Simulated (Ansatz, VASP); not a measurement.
**One calculation of Si, two programs**

The input INCAR:

```
SYSTEM = Si
PREC     = Accurate       ! precision mode
ENCUT    = 520            ! plane-wave cutoff, eV
EDIFF    = 1E-7           ! SCF threshold, eV
ISMEAR   = 0              ! smearing method
SIGMA    = 0.15           ! smearing width, eV
LREAL    = .FALSE.        ! projectors in reciprocal space
LASPH    = .TRUE.         ! aspherical terms in the spheres
NELM     = 60             ! most SCF steps
ALGO     = Normal         ! electronic algorithm
ISIF     = 2              ! what is computed and relaxed
LWAVE    = .FALSE.        ! write WAVECAR
LCHARG   = .TRUE.         ! write CHGCAR
LELF     = .TRUE.         ! ELF
LVHAR    = .TRUE.       
NBANDS   = 11             ! bands
```

Contents of KPOINTS:

```
regular mesh
0
G
  24 24 14
  0 0 0
```

The input POSCAR:

```
Si
1.0
   -1.6356629409     -1.6356629409      1.3048122898
   -1.6356629409      1.6356629409      1.3048122898
   -3.2713258818      0.0000000000     -2.6096245796
Si
2
Direct
    0.5288113769      0.5288113769      0.5037541238
   -0.0288113769     -0.0288113769     -0.0037541238
```

Input for Ansatz:

```yaml
crystal:
  lattice:
    - [-1.6356629409, -1.6356629409, 1.3048122898]
    - [-1.6356629409, 1.6356629409, 1.3048122898]
    - [-3.2713258818, 0.0, -2.6096245796]
  atoms:
    - { symbol: Si, position: [0.5288113769, 0.5288113769, 0.5037541238] }
    - { symbol: Si, position: [-0.0288113769, -0.0288113769, -0.0037541238] }
basis:
  ecutwfc: 420
kpoints:
  mp_grid: { grid: [24, 24, 14] }
hamiltonian:
  xc: lda
scf:
  occupations: { method: gaussian, width: 0.15 }
output:
  forces: true
  stress: true
  eigenvalues: true
```

Change from the starting cell: mode 4 (76.0 1/cm) frozen in, largest displacement +0.125 Å.

Alike in both runs: task single point; functional LDA; k mesh 24 × 24 × 14; occupations gaussian, width 0.15 eV; no spin polarisation.

|  | VASP | Ansatz |
| --- | --- | --- |
| version | VASP 6.6.1 | Ansatz 0.2.0 |
| potentials or method | VASP PAW LDA potentials, release 64 (Si), cutoff 520 eV | scalar-relativistic, plane waves, PAW |
| valence electrons in the cell | 8 | 8 |

|  | VASP | Ansatz | Ansatz less VASP |
| --- | --- | --- | --- |
| gap on the k mesh at the Fermi level (eV) | none | none | - |
| pressure (GPa) | 0.6 | 0.5 | -0.07 |
| traceless stress, the component that is largest in VASP (GPa) | 0.78 | 0.80 | +0.016 |
| rms of the force components (eV/Å) | 0.045 | 0.046 | +0.0007 |

LDA's correlation is that of Perdew and Zunger in VASP and of Perdew and Wang (1992) in Ansatz. Atom by atom the forces differ by 0.001 eV/Å (rms over components). A gap of «none» marks a metal or a gap that the smearing closes.
